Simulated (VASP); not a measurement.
Input of a VASP 6.6.1 run:

Contents of POSCAR:

```
SnO
1.0
    0.0000000000      0.0000000000     -4.2219700000
   -3.3550050000      0.0000000000      0.0000000000
    0.0000000000     11.3482080000     -2.1109850000
Sn O
4 4
Direct
    0.0538787500      0.0000000000      0.8659545000
    0.3038787500      0.0000000000      0.3659545000
    0.9198332500      0.5000000000      0.1340455000
    0.6698332500      0.5000000000      0.6340455000
    0.1653305000      0.0000000000      0.1956250000
   -0.0846695000      0.0000000000      0.6956250000
    0.3609555000      0.5000000000      0.8043750000
    0.6109555000      0.5000000000      0.3043750000
```

File INCAR.step1:

```
  PREC = Accurate
  ENCUT = 520
  ISMEAR = 0
  SIGMA = 0.05
  LREAL = F
  LASPH = T
  NELM = 100
  NBANDS = 50
  ISYM = 0
  GGA = PE
  ALGO = Normal
  EDIFF = 1E-4
  LWAVE = T
  LCHARG = F
```

Contents of INCAR.step2:

```
  PREC = Accurate
  ENCUT = 520
  EDIFF = 1E-7
  ISMEAR = 0
  SIGMA = 0.05
  LREAL = F
  LASPH = T
  NELM = 100
  ALGO = Normal
  ISIF = 2
  LWAVE = F
  LCHARG = F
  METAGGA = R2SCAN
  LMIXTAU = T
  NBANDS = 50
  ISYM = 0
  ISTART = 1
```

Contents of KPOINTS:

```
regular mesh
0
Gamma
  6 8 3
```

Potentials or basis: VASP PAW PBE potentials, release 64 (Sn_d, O).

The run is started by

```console
$ cat potpaw_PBE.64/Sn_d/POTCAR potpaw_PBE.64/O/POTCAR > POTCAR
$ cp INCAR.step1 INCAR
$ mpirun -np 1 vasp_std > vasp.out
$ cp INCAR.step2 INCAR
$ mpirun -np 1 vasp_std > vasp.out
```

**Question.** What does it give for the largest force?

**Answer.** 1.054 eV/Å.

**Question.** Estimate the band gap on the k mesh.

**Answer.** 1.12 eV (least direct gap 1.63 eV).

**Question.** Estimate the pressure.

**Answer.** -1.4 GPa.

Forces on the atoms (eV/Å):
```
Sn   0.000 -1.052 -0.056
Sn   0.000 -0.453 -0.169
Sn   0.000  1.052 -0.057
Sn   0.000  0.453 -0.170
O    0.000  0.033  0.048
O    0.000  0.090  0.177
O    0.000 -0.033  0.049
O    0.000 -0.090  0.178
```

Caveat: the cell differs from its parent crystal (the part above a cut slid along it); the PAW data sets were made with another functional, which shifts forces and pressure a little; spin-orbit coupling is left out, which moves the levels of the heavy elements. A k mesh can miss the band edges.
